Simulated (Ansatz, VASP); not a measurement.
## C in VASP and in Ansatz

```
CELL_PARAMETERS angstrom
2.52210 0.00000 0.00000
-1.26105 2.18420 0.00000
0.00000 0.00000 8.23710
ATOMIC_POSITIONS crystal
C 0.00000 0.00000 0.09375
C 0.00000 0.00000 0.59375
C 0.00000 0.00000 0.40625
C 0.00000 0.00000 0.90625
C 0.36210 0.72421 0.16164
C 0.66667 0.33333 0.65625
C 0.33333 0.66667 0.34375
C 0.66667 0.33333 0.84375
```

Alike in both runs: task single point; functional PBE; k mesh 12 × 12 × 4; occupations gaussian, width 0.05 eV; no spin polarisation.

|  | VASP | Ansatz |
| --- | --- | --- |
| version | VASP 6.6.1 | Ansatz 0.2.0 |
| potentials or method | VASP PAW PBE potentials, release 64 (C), cutoff 520 eV | scalar-relativistic, plane waves, PAW |
| valence electrons in the cell | 32 | 32 |

VASP gave:

```
gap on the k mesh at the Fermi level (eV)                     : 3.31
least direct gap on the mesh (eV)                             : 3.45
pressure (GPa)                                                : 4.3
traceless stress, the component that is largest in VASP (GPa) : 8.58
rms of the force components (eV/Å)                            : 1.075
```

Question: What did Ansatz give for the same quantities?

Answer: gap on the k mesh at the Fermi level (eV): 3.32; least direct gap on the mesh (eV): 3.45; pressure (GPa): 3.6; traceless stress, the component that is largest in VASP (GPa): 8.53; rms of the force components (eV/Å): 1.070.

Atom by atom the forces differ by 0.005 eV/Å (rms over components). With one functional, cell and mesh, what is left measures potentials, basis and numerics.
